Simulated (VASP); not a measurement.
# Te2Mo in VASP: further runs

The runs below take Te2Mo through single point, with LDA.

Program: VASP 6.6.1. These are calculated values, not measurements. Logs are shortened: lines on timing, memory, paths and dates and some standing lists are left out, and cuts for length are marked.

### Step 1. The cell of the first run

The cell holds a slab with vacuum, 3 atoms: a = 3.560 Å, b = 3.560 Å, c = 17.524 Å, α = 90.00°, β = 90.00°, γ = 120.00°.

### Step 2. Single point, LDA

Contents of INCAR:

```
SYSTEM = Te2Mo
PREC = Accurate ; ENCUT = 520
EDIFF = 1E-6 ; ISMEAR = 0
SIGMA = 0.1 ; LREAL = .False.
LASPH = .True. ; NELM = 60
ALGO = Normal ; ISIF = 2
LWAVE = .False. ; LCHARG = .False.
GGA = CA ; NBANDS = 20
```

Contents of KPOINTS:

```
Automatic mesh
0
Gamma
  3 3 1
  0 0 0
```

Contents of POSCAR:

```
Te2Mo
1.0
    3.5602328100      0.0000000000      0.0000000000
   -1.7801164050      3.0832520568      0.0000000000
    0.0000000000      0.0000000000     17.5240578200
Te Mo
2 1
Direct
    0.3333333333      0.6666666667      0.8978554500
    0.3333333333      0.6666666667      0.1021445500
    0.0000000000      0.0000000000      0.0000000000
```

Potentials or basis: VASP PAW LDA potentials, release 64 (Te, Mo_sv).

Run with:

```
cat potpaw_LDA.64/Te/POTCAR potpaw_LDA.64/Mo_sv/POTCAR > POTCAR
mpirun -np 1 vasp_std > vasp.out
```

OUTCAR:

```text
SYSTEM = Te2Mo
   PREC = Accurate
   ENCUT = 520
   EDIFF = 1E-6
   ISMEAR = 0
   LREAL = .False.
   LASPH = .True.
   NELM = 60
   ISIF = 2
   GGA = CA

 ion  position               nearest neighbor table
   1  0.333  0.667  0.898-   3 2.73   3 2.73   3 2.73   2 3.58
   2  0.333  0.667  0.102-   3 2.73   3 2.73   3 2.73   1 3.58
   3  0.000  0.000  0.000-   1 2.73   2 2.73   1 2.73   2 2.73   1 2.73   2 2.73

  LATTYP: Found a hexagonal cell.
 ALAT       =     3.5602328100
 C/A-ratio  =     4.9221662614

  Lattice vectors:

 A1 = (   3.5602328100,   0.0000000000,   0.0000000000)
 A2 = (  -1.7801164050,   3.0832520568,   0.0000000000)
 A3 = (   0.0000000000,   0.0000000000,  17.5240578200)

Analysis of symmetry for initial positions (statically):
=====================================================================
 Subroutine PRICEL returns:
 Original cell was already a primitive cell.

 Routine SETGRP: Setting up the symmetry group for a
 hexagonal supercell.

 Subroutine GETGRP returns: Found 12 space group operations
 (whereof 12 operations were pure point group operations)
 out of a pool of 24 trial point group operations.

The static configuration has the point symmetry D_3h.

Analysis of symmetry for dynamics (positions and initial velocities):
=====================================================================
 Subroutine PRICEL returns:
 Original cell was already a primitive cell.

 Routine SETGRP: Setting up the symmetry group for a
 hexagonal supercell.

 Subroutine GETGRP returns: Found 12 space group operations
 (whereof 12 operations were pure point group operations)
 out of a pool of 24 trial point group operations.

The dynamic configuration has the point symmetry D_3h.

 Subroutine INISYM returns: Found 12 space group operations
 (whereof 12 operations are pure point group operations),
 and found     1 'primitive' translations

----------------------------------------------------------------------------------------

                                     Primitive cell

  volume of cell :     192.3632

  direct lattice vectors                    reciprocal lattice vectors
     3.560232810  0.000000000  0.000000000     0.280880508  0.162166437  0.000000000
    -1.780116405  3.083252057  0.000000000     0.000000000  0.324332874  0.000000000
     0.000000000  0.000000000 17.524057820     0.000000000  0.000000000  0.057064409

  length of vectors
     3.560232810  3.560232810 17.524057820     0.324332874  0.324332874  0.057064409

  position of ions in fractional coordinates (direct lattice)
     0.333333333  0.666666667  0.897855450
     0.333333333  0.666666667  0.102144550
     0.000000000  0.000000000  0.000000000

  ion indices of the primitive-cell ions
   primitive index   ion index
                 1           1
                 2           2
                 3           3

----------------------------------------------------------------------------------------

 KPOINTS: Automatic mesh

Automatic generation of k-mesh.
 Grid dimensions read from file:
 generate k-points for:    3    3    1

 Generating k-lattice:

  Cartesian coordinates                     Fractional coordinates (reciprocal lattice)
     0.093626836  0.054055479  0.000000000     0.333333333  0.000000000  0.000000000
     0.000000000  0.108110958  0.000000000     0.000000000  0.333333333  0.000000000
     0.000000000  0.000000000  0.057064409     0.000000000  0.000000000  1.000000000

  Length of vectors
     0.108110958  0.108110958  0.057064409

  Shift w.r.t. Gamma in fractional coordinates (k-lattice)
     0.000000000  0.000000000  0.000000000

 Subroutine IBZKPT returns following result:
 ===========================================

 Found      3 irreducible k-points:

 Following reciprocal coordinates:
            Coordinates               Weight
  0.000000  0.000000  0.000000      1.000000
  0.333333  0.000000  0.000000      6.000000
  0.333333  0.333333  0.000000      2.000000
   k-points           NKPTS =      3   k-points in BZ     NKDIM =      3   number of bands    NBANDS=     20
   number of dos      NEDOS =    301   number of ions     NIONS =      3
   total plane-waves  NPLWV = 109760
   dimension x,y,z NGX =    28 NGY =   28 NGZ =  140
   dimension x,y,z NGXF=    56 NGYF=   56 NGZF=  280
   ions per type =               2   1
   NGX,Y,Z   is equivalent  to a cutoff of  13.07, 13.07, 13.28 a.u.
   NGXF,Y,Z  is equivalent  to a cutoff of  26.15, 26.15, 26.56 a.u.
 SYSTEM =  Te2Mo
   PREC   = accura    normal or accurate (medium, high low for compatibility)
   ISTART =      0    job   : 0-new  1-cont  2-samecut
   ICHARG =      2    charge: 1-file 2-atom 10-const
   ISPIN  =      1    spin polarized calculation?
   LNONCOLLINEAR =      F non collinear calculations
   LSORBIT =      F    spin-orbit coupling
   LASPH  =      T    aspherical Exc in radial PAW
   ENCUT  =  520.0 eV  38.22 Ry    6.18 a.u.   6.62  6.62 32.58*2*pi/ulx,y,z
   NELM   =     60;   NELMIN=  2; NELMDL= -5     # of ELM steps
   EDIFF  = 0.1E-05   stopping-criterion for ELM
   LREAL  =      F    real-space projection
   EDIFFG = 0.1E-04   stopping-criterion for IOM
   NSW    =      0    number of steps for IOM
   IBRION =     -1    ionic relax: 0-MD 1-quasi-New 2-CG
   NFREE  =      0    steps in history (QN), initial steepest desc. (CG)
   ISIF   =      2    stress and relaxation
   ISYM   =      2    0-nonsym 1-usesym 2-fastsym
   POTIM  = 0.5000    time-step for ionic-motion
   TEBEG  =    0.0;   TEEND  =   0.0 temperature during run
   PSTRESS=    0.0 pullay stress
   NELECT =      26.0000    total number of electrons
   NUPDOWN=      -1.0000    fix difference up-down
   EMIN   =  10.00;   EMAX   =-10.00  energy-range for DOS
   EFERMI =   0.00;   METHOD = LEGACY
   ISMEAR =     0;   SIGMA  =   0.10  broadening in eV -4-tet -1-fermi 0-gaus
   EFERMI_NEDOS =   21; number of points for ismear=-14 and -15
   IALGO  =     38    algorithm
   IMIX   =      4    mixing-type and parameters
     AMIX     =   0.40;   BMIX     =  1.00
     AMIX_MAG =   1.60;   BMIX_MAG =  1.00
  volume/ion in A,a.u.               =      64.12       432.71
  Fermi-wavevector in a.u.,A,eV,Ry     =   0.840153  1.587660  9.603777  0.705858
  Thomas-Fermi vector in A             =   1.954489
   LORBIT       =      0    0 simple, 1 ext, 2 COOP (PROOUT), +10 PAW based schemes
   GGA     = CA    functional components
   LHFCALC =     F    Hartree Fock is set to
   AEXX    =    0.0000 exact exchange contribution
   IVDW    =     0    specifies the selected vdW correction
   LEPSILON=     F    determine dielectric tensor
   LRPA    =     F    only Hartree local field effects (RPA)
 non-spin polarized calculation
 Gauss-broadening in eV      SIGMA  =   0.10
  energy-cutoff  :      520.00
  volume of cell :      192.36
 maximum number of plane-waves:      5225
 NGX is ok and might be reduce to    28
   NGX = 13   NGY = 13   NGZ = 65

 number of electron      26.0000000 magnetization

 Free energy of the ion-electron system (eV)
  ---------------------------------------------------
  ext. energy  EPLUGINS =         0.00000000
  ---------------------------------------------------
  free energy    TOTEN  =       -20.54121688 eV

  energy without entropy =      -20.54121688  energy(sigma->0) =      -20.54121688

 E-fermi :   0.5530     XC(G=0):  -4.8333

 val. band max:        0.0161978353   @ k =   0.3333   0.3333   0.0000
 cond. band min:       1.0033355128   @ k =   0.3333   0.3333   0.0000
 fundamental gap:      0.9871376775
 Fermi energy:         0.5530335992

 k-point     1 :       0.0000    0.0000    0.0000
  band No.  band energies     occupation
      1     -60.2536      2.00000
      2     -34.6828      2.00000
      3     -34.4475      2.00000
      4     -34.4475      2.00000
      5     -12.6718      2.00000
      6     -11.7105      2.00000
      7      -4.9750      2.00000
      8      -1.7379      2.00000
      9      -1.6901      2.00000
     10      -1.6901      2.00000
     11      -0.9541      2.00000
     12      -0.9541      2.00000
     13      -0.4666      2.00000
     14       2.9412      0.00000
     15       2.9412      0.00000
     16       3.2516      0.00000
     17       3.2516      0.00000
     18       4.2291      0.00000
     19       4.7510      0.00000
     20       5.5539      0.00000

 k-point     2 :       0.3333    0.0000    0.0000
  band No.  band energies     occupation
      1     -60.2472      2.00000
      2     -34.6630      2.00000
      3     -34.5363      2.00000
      4     -34.4682      2.00000
      5     -11.4014      2.00000
      6     -10.8556      2.00000
      7      -4.4763      2.00000
      8      -3.7136      2.00000
      9      -3.5293      2.00000
     10      -2.0861      2.00000
     11      -1.4566      2.00000
     12      -0.9558      2.00000
     13      -0.7732      2.00000
     14       1.4615      0.00000
     15       1.7176      0.00000
     16       2.5885      0.00000
     17       3.5471      0.00000
     18       5.3986      0.00000
     19       5.8049      0.00000
     20       6.0325      0.00000

 k-point     3 :       0.3333    0.3333    0.0000
  band No.  band energies     occupation
      1     -60.2439      2.00000
      2     -34.6531      2.00000
      3     -34.5378      2.00000
      4     -34.5213      2.00000
      5     -10.4814      2.00000
      6     -10.2432      2.00000
      7      -4.5407      2.00000
      8      -4.4196      2.00000
      9      -3.8319      2.00000
     10      -2.9920      2.00000
     11      -2.9457      2.00000
     12      -1.7274      2.00000
     13       0.0162      2.00000
     14       1.0033      0.00000
     15       1.8827      0.00000
     16       2.5503      0.00000
     17       3.9891      0.00000
     18       5.0215      0.00000
     19       5.0311      0.00000
     20       7.1712      0.00000

------------------------ aborting loop because EDIFF is reached ----------------------------------------

  FORCE on cell =-STRESS in cart. coord.  units (eV):
  Direction    XX          YY          ZZ          XY          YZ          ZX
  --------------------------------------------------------------------------------------
  -------------------------------------------------------------------------------------
  Total       -2.4987714     -2.4987714     -1.9842672      0.0000000     -0.0000000     -0.0000000
  in kB      -20.8120567    -20.8120567    -16.5267945      0.0000000     -0.0000000     -0.0000000
  external PRESSURE =     -19.3836360 kB  Pullay stress =       0.0000000 kB

 VOLUME and BASIS-vectors are now :
 -----------------------------------------------------------------------------
  energy-cutoff  :      520.00
  volume of cell :      192.36
      direct lattice vectors                 reciprocal lattice vectors
     3.560232810  0.000000000  0.000000000     0.280880508  0.162166437  0.000000000
    -1.780116405  3.083252057  0.000000000     0.000000000  0.324332874  0.000000000
     0.000000000  0.000000000 17.524057820     0.000000000  0.000000000  0.057064409

 POSITION                                       TOTAL-FORCE (eV/Angst)
 -----------------------------------------------------------------------------------
     -0.00000      2.05550     15.73407        -0.000000      0.000000      0.550955
     -0.00000      2.05550      1.78999        -0.000000      0.000000     -0.550955
      0.00000      0.00000      0.00000         0.000000     -0.000000      0.000000
 -----------------------------------------------------------------------------------
    total drift:                                0.000000     -0.000000     -0.000000

  FREE ENERGIE OF THE ION-ELECTRON SYSTEM (eV)
  ---------------------------------------------------
  free  energy   TOTEN  =       -20.5412168833 eV

  energy  without entropy=      -20.5412168833  energy(sigma->0) =      -20.54121688
```

Wall time 14 s (1 thread of Intel Xeon Platinum 8488C (Sapphire Rapids), shared host); peak memory 0.25 GiB.

What came out:

```
Free energy            : -20.5412 eV
Largest force          : 0.551 eV/Å
Band gap on the k mesh : 0.99 eV, direct
```

Forces on the atoms (eV/Å):
```
Te   0.000  0.000  0.551
Te   0.000  0.000 -0.551
Mo   0.000  0.000  0.000
```

Caveat: the k points lie up to 0.68 Å⁻¹ apart; spin-orbit coupling is left out, which moves the levels of the heavy elements.

### Step 3. Single point, LDA

Contents of INCAR:

```
SYSTEM = Te2Mo
PREC = Accurate
ENCUT = 520
EDIFF = 1E-6
ISMEAR = 0
SIGMA = 0.1
LREAL = .False.
LASPH = .True.
NELM = 100
ALGO = Normal
ISIF = 2
LWAVE = .False.
LCHARG = .True.
LELF = .True.
LVHAR = .True.
NBANDS = 20
```

Contents of KPOINTS:

```
regular mesh
0
Gamma
  5 5 1
  0 0 0
```

POSCAR is that of step 2.

Potentials or basis: VASP PAW LDA potentials, release 64 (Te, Mo_sv).

Run with:

```
cat potpaw_LDA.64/Te/POTCAR potpaw_LDA.64/Mo_sv/POTCAR > POTCAR
mpirun -np 1 vasp_std > vasp.out
```

Run time: 22 s. Hardware: 1 thread of Intel Xeon Platinum 8488C (Sapphire Rapids), shared host; peak memory 0.25 GiB.

The run converged. Its results:

```yaml
Free_energy: -20.4070 eV
Largest_force: 0.374 eV/Å
Band_gap_on_the_k_mesh: 1.44 eV, direct
```

Forces in eV/Å, atoms in the order of the input:
```
Te   0.000  0.000  0.374
Te   0.000  0.000 -0.374
Mo   0.000  0.000  0.000
```

Levels at points of the mesh, in eV from the valence-band top:
| k point | band 9 | band 10 | band 11 | band 12 | band 13 | band 14 | band 15 | band 16 | band 17 | band 18 |
| --- | --- | --- | --- | --- | --- | --- | --- | --- | --- | --- |
| (0.00, 0.00, 0.00) | -1.53 | -1.44 | -0.74 | -0.74 | -0.21 | 3.22 | 3.22 | 3.51 | 3.51 | 4.53 |

Caveat: spin-orbit coupling is left out, which moves the levels of the heavy elements.

### Step 4. Single point, LDA

Contents of INCAR:

```
PREC = Accurate
ENCUT = 520
EDIFF = 1E-7
ISMEAR = 0
SIGMA = 0.1
LREAL = False
LASPH = True
NELM = 80
ALGO = Normal
ISIF = 2
LWAVE = False
LCHARG = True
GGA = CA
LELF = True
LVHAR = True
NBANDS = 20
```

Contents of KPOINTS:

```
Automatic mesh
0
Gamma
  6 6 1
```

POSCAR is that of step 3.

Run with:

```
cat potpaw_LDA.64/Te/POTCAR potpaw_LDA.64/Mo_sv/POTCAR > POTCAR
mpirun -np 1 vasp_std > vasp.out
```

It took 31 s on 1 thread of Intel Xeon Platinum 8488C (Sapphire Rapids), shared host; peak memory 0.25 GiB.

Results (log left out):

```yaml
Free_energy: -20.4103 eV
Largest_force: 0.365 eV/Å
Band_gap_on_the_k_mesh: 1.04 eV, direct
```

Forces in eV/Å, atoms in the order of the input:
```
Te   0.000  0.000  0.365
Te   0.000  0.000 -0.365
Mo   0.000  0.000  0.000
```

Levels at points of the mesh, in eV from the valence-band top:
```csv
k point,band 10,band 11,band 12,band 13,band 14,band 15,band 16,band 17
"(0.00, 0.00, 0.00)",-1.60,-0.90,-0.90,-0.37,3.06,3.06,3.36,3.36
"(0.50, 0.00, 0.00)",-2.29,-1.51,-0.68,-0.33,1.39,1.73,3.31,3.72
```

Caveat: spin-orbit coupling is left out, which moves the levels of the heavy elements.

(Continued in part 2 of 2.)
